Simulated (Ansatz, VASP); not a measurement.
**One calculation of Si, two programs**

INCAR

```
SYSTEM = Si
  PREC = Accurate
  ENCUT = 520
  EDIFF = 1E-6
  ISMEAR = 0
  SIGMA = 0.1
  LREAL = .FALSE.
  LASPH = .TRUE.
  NELM = 80
  ALGO = Normal
  ISIF = 2
  LWAVE = .FALSE.
  LCHARG = .TRUE.
  LDIPOL = .TRUE.
  IDIPOL = 3
  DIPOL = 0.5 0.5 0.500
  GGA = CA
  LELF = .TRUE.
  LVHAR = .TRUE.
  LVACPOTAV = .TRUE.
  NBANDS = 11
```

Contents of KPOINTS:

```
regular mesh
0
G
  15 15 1
  0 0 0
```

The input POSCAR:

```
Si
1.0
    3.7080000000      0.0000000000      0.0000000000
   -1.8540000000      3.2112221972      0.0000000000
    0.0000000000      0.0000000000     28.0000000000
Si
2
Direct
    0.3333333333      0.6666666667      0.5127500000
    0.6666666667      0.3333333333      0.4872500000
```

Input for Ansatz:

```yaml
crystal:
  lattice:
    - [3.708, 0.0, 0.0]
    - [-1.854, 3.2112221972, 0.0]
    - [0.0, 0.0, 28.0]
  atoms:
    - { symbol: Si, position: [0.3333333333, 0.6666666667, 0.51275] }
    - { symbol: Si, position: [0.6666666667, 0.3333333333, 0.48725] }
  periodic: [true, true, false]
basis:
  ecutwfc: 420
kpoints:
  mp_grid: { grid: [15, 15, 1] }
hamiltonian:
  xc: lda
  pseudopotentials: { kind: paw, azcp: { folder: soft_1 } }
scf:
  occupations: { method: gaussian, width: 0.1 }
output:
  forces: true
  stress: true
  eigenvalues: true
```

Alike in both runs: task single point; functional LDA; k mesh 15 × 15 × 1; occupations gaussian, width 0.1 eV; no spin polarisation.

|  | VASP | Ansatz |
| --- | --- | --- |
| version | VASP 6.6.1 | Ansatz 0.2.0 |
| potentials or method | VASP PAW LDA potentials, release 64 (Si), cutoff 520 eV | scalar-relativistic, plane waves, PAW |
| valence electrons in the cell | 8 | 8 |

|  | VASP | Ansatz | Ansatz less VASP |
| --- | --- | --- | --- |
| gap on the k mesh at the Fermi level (eV) | none | none | - |
| rms of the force components (eV/Å) | 0.336 | 0.332 | -0.0032 |
| work function, face that differs most (eV) | 4.71 | 4.70 | -0.013 |

Ansatz warns that its potentials were made for another functional, while VASP's fit it. LDA's correlation is that of Perdew and Zunger in VASP and of Perdew and Wang (1992) in Ansatz. Atom by atom the forces differ by 0.003 eV/Å (rms over components). A gap of «none» marks a metal or a gap that the smearing closes.
